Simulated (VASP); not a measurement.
Li2Sc: single point with PBE

Crystal: Li2Sc.

```
CELL_PARAMETERS angstrom
-1.53192 1.53192 6.93553
1.53192 -1.53192 6.93553
1.53192 1.53192 -6.93553
ATOMIC_POSITIONS crystal
Li 0.67266 0.67266 0.00000
Li 0.32734 0.32734 0.00000
Sc 0.00000 0.00000 0.00000
```

* Program: VASP 6.6.1
* Task: single point
* Functional: PBE
* Potentials or basis: VASP PAW PBE potentials, release 64 (Li_sv, Sc_sv)
* Cutoff: 520 eV
* k mesh: 18 × 18 × 18
* Occupations: fermi-dirac, width 0.15 eV
* Spin: no spin polarisation
* Dipole correction: no
* Further INCAR settings: ALGO = Normal; EDIFF = 1e-06; NBANDS = 16

| Item | Value |
| --- | --- |
| Band gap on the k mesh | zero (an odd number of electrons rules out a gap without spin polarisation) |

Levels at points of the mesh, in eV from the Fermi level:
| k point | band 7 | band 8 | band 9 | band 10 | band 11 | band 12 |
| --- | --- | --- | --- | --- | --- | --- |
| (0.00, 0.00, 0.00) | -4.33 | -1.89 | -1.18 | -0.10 | 1.21 | 2.63 |
| (0.50, 0.00, 0.00) | -1.34 | -0.61 | -0.28 | 0.11 | 0.35 | 2.17 |
| (0.50, 0.50, 0.00) | -1.19 | 0.23 | 0.45 | 1.86 | 1.91 | 3.21 |
| (0.50, 0.50, 0.50) | -4.09 | -2.90 | -0.11 | 0.00 | 1.10 | 2.64 |

It took 16 min on 1 thread of AMD EPYC 9R45 96-Core Processor (Zen 5), on a shared host, peak memory 0.7 GiB.
